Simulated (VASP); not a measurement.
Set up this calculation in VASP 6.6.1, as the native input.

- Task: single point
- Functional: PBEsol
- Potentials or basis: VASP PAW PBE potentials, release 64 (Pt, Se)
- Cutoff: 520 eV
- k mesh: 6 × 6 × 3
- Occupations: gaussian, width 0.05 eV
- Spin: collinear spin, zero start
- Starting moments: [0.0, 0.0, 0.0, 0.0] μB
- Hubbard terms: Pt d U = 7.0 eV
- Dipole correction: no
- Further INCAR settings: ALGO = Normal; EDIFF = 1e-07; NBANDS = 28

The structure of PtSe lies in POSCAR:

```
PtSe
1.0
    3.7018703300      0.0000000000      0.0000000000
   -1.8509351600      3.2059137500      0.0000000000
    0.0000000000      0.0000000000      7.2256840600
Pt Se
2 2
Direct
    0.0000000000      0.0000000000      0.0000000000
    0.0000000000      0.0000000000      0.5000000000
    0.6666666667      0.3333333333      0.2500000000
    0.6666666667      0.3333333333      0.7500000000
```

These files were run (other wordings do the same):

INCAR

```
SYSTEM = PtSe
PREC = Accurate ; ENCUT = 520
EDIFF = 1E-7 ; ISMEAR = 0
SIGMA = 0.05 ; LREAL = .False.
LASPH = .True. ; NELM = 150
ALGO = Normal ; ISIF = 2
LWAVE = .False. ; LCHARG = .True.
ISPIN = 2 ; MAGMOM = 0 0 0 0
LORBIT = 11 ; LMAXMIX = 4
LDAU = .True. ; LDAUTYPE = 2
LDAUL = 2 -1 ; LDAUU = 7 0
LDAUJ = 0 0 ; LDAUPRINT = 1
GGA = PS ; LELF = .True.
LVHAR = .True. ; NBANDS = 28
```

KPOINTS

```
regular mesh
0
Gamma
  6 6 3
  0 0 0
```

Potentials or basis: VASP PAW PBE potentials, release 64 (Pt, Se).

Command:

```bash
$ cat potpaw_PBE.64/Pt/POTCAR potpaw_PBE.64/Se/POTCAR > POTCAR
$ mpirun -np 1 vasp_std > vasp.out
```

It gave:

The pressure is -19.6 GPa. The band gap on the k mesh is zero (filled and empty bands overlap), the net moment is 0.00 μB per cell and the valence electrons inside the program's atomic spheres are Pt 9.49; Se 3.57.

Caveat: the cell stands under tension; the PAW data sets were made with another functional, which shifts forces and pressure a little; spin-orbit coupling is left out, which moves the levels of the heavy elements.

Run time: 58 s on 1 thread of Intel(R) Xeon(R) Platinum 8488C (Sapphire Rapids) (shared host), peak memory 0.25 GiB.
